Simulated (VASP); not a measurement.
Set up this calculation in VASP 6.6.1, as the native input.

```
Task                   : single point
Functional             : r2SCAN
Dispersion             : D4
Potentials or basis    : VASP PAW PBE potentials, release 64 (Ni, O)
Cutoff                 : 520 eV
k mesh                 : 11 × 11 × 11
Occupations            : fermi-dirac, width 0.05 eV
Spin                   : collinear spin, ferromagnetic start
Starting moments       : [1.0, 0.0] μB
Dipole correction      : no
Further INCAR settings : ALGO = Normal; EDIFF = 1e-07; NBANDS = 19
```

Crystal: NiO.

```xyz
2
Lattice="0.0000 2.1134 2.1134 2.1134 0.0000 2.1134 2.1134 2.1134 0.0000" Properties=species:S:1:pos:R:3 pbc="T T T"
Ni    0.0000    0.0000    0.0000
O     2.1134    2.1134    2.1134
```

The input as run:

POSCAR

```
NiO
1.0
    0.0000000000      2.1133508634      2.1133508634
    2.1133508634      0.0000000000      2.1133508634
    2.1133508634      2.1133508634      0.0000000000
Ni O
1 1
Direct
    0.0000000000      0.0000000000      0.0000000000
    0.5000000000      0.5000000000      0.5000000000
```

INCAR.step1

```
PREC = Accurate
ENCUT = 520
ISMEAR = -1
SIGMA = 0.05
LREAL = False
LASPH = True
NELM = 150
ISPIN = 2
MAGMOM = 1 0
LMAXMIX = 4
NBANDS = 19
GGA = PE
ALGO = Normal
EDIFF = 1E-4
LWAVE = True
LCHARG = False
```

INCAR.step2

```
PREC = Accurate
ENCUT = 520
EDIFF = 1E-7
ISMEAR = -1
SIGMA = 0.05
LREAL = False
LASPH = True
NELM = 150
ALGO = Normal
ISIF = 2
LWAVE = False
LCHARG = False
ISPIN = 2
MAGMOM = 1 0
LORBIT = 11
LMAXMIX = 4
METAGGA = R2SCAN
LMIXTAU = True
IVDW = 13
VDW_S6 = 1.0
VDW_S8 = 0.6018749
VDW_A1 = 0.51559235
VDW_A2 = 5.77342911
NBANDS = 19
ISTART = 1
```

KPOINTS

```
regular mesh
0
Gamma
  11 11 11
```

Potentials or basis: VASP PAW PBE potentials, release 64 (Ni, O).

Run with:

```bash
$ cat potpaw_PBE.64/Ni/POTCAR potpaw_PBE.64/O/POTCAR > POTCAR
$ cp INCAR.step1 INCAR
$ mpirun -np 1 vasp_std > vasp.out
$ cp INCAR.step2 INCAR
$ mpirun -np 1 vasp_std > vasp.out
```

Results of the run:

```json
{"Pressure": "-6.6 GPa", "Band gap on the k mesh": "0.86 eV (least direct gap 1.74 eV)", "Net moment": "2.00 μB per cell", "Site moments": "Ni +1.70; O +0.27 μB", "Valence electrons inside the program's atomic spheres": "Ni 8.87; O 5.03", "Dispersion energy per atom": "-0.127 eV"}
```

Caveat: the cell stands under tension; the PAW data sets were made with another functional, which shifts forces and pressure a little; an odd mesh through Γ misses points on the zone boundary, where band edges can lie; a cell with one magnetic atom can't hold antiferromagnetic order, which such compounds often take.

Run time: 2.5 min on 1 thread of Intel(R) Xeon(R) Platinum 8488C (Sapphire Rapids), on a shared host, peak memory 0.17 GiB.
